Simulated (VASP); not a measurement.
The system is Pd.

```
CELL_PARAMETERS angstrom
0.00000 1.94650 1.94650
1.94650 0.00000 1.94650
1.94650 1.94650 0.00000
ATOMIC_POSITIONS crystal
Pd 0.00000 0.00000 0.00000
```

| Item | Value |
| --- | --- |
| Program | VASP 6.6.1 |
| Task | relaxation of cell and atoms |
| Functional | PBEsol |
| Potentials or basis | VASP PAW PBE potentials, release 64 (Pd) |
| Cutoff | 600 eV |
| k mesh | 10 × 10 × 10 |
| Occupations | fermi-dirac, width 0.05 eV |
| Spin | no spin polarisation |

At the start: pressure -3.1 GPa; volume 14.75 Å³/atom.

**Question.** How do energy, volume and symmetry change on relaxing?

**Answer.** Over 3 steps the energy falls by 2.3 meV/atom and the volume is 14.52 Å³/atom (-1.6 %); space group Fm-3m (No. 225, to 0.05 Å).

Step by step:
```
step  energy change (eV)  largest force (eV/Å)  pressure (GPa)  volume (Å³)
   1              0.0000                0.0000           -3.12        14.75
   2              0.0042                0.0000            5.78        14.15
   3             -0.0023                0.0000           -0.02        14.52
```

Final structure:
```yaml
crystal:
  lattice:
    - [0.00000, 1.93632, 1.93632]
    - [1.93632, 0.00000, 1.93632]
    - [1.93632, 1.93632, 0.00000]
  atoms:
    - { symbol: Pd, position: [0.00000, 0.00000, 0.00000] }
```

Caveat: the PAW data sets were made with another functional, which shifts forces and pressure a little.
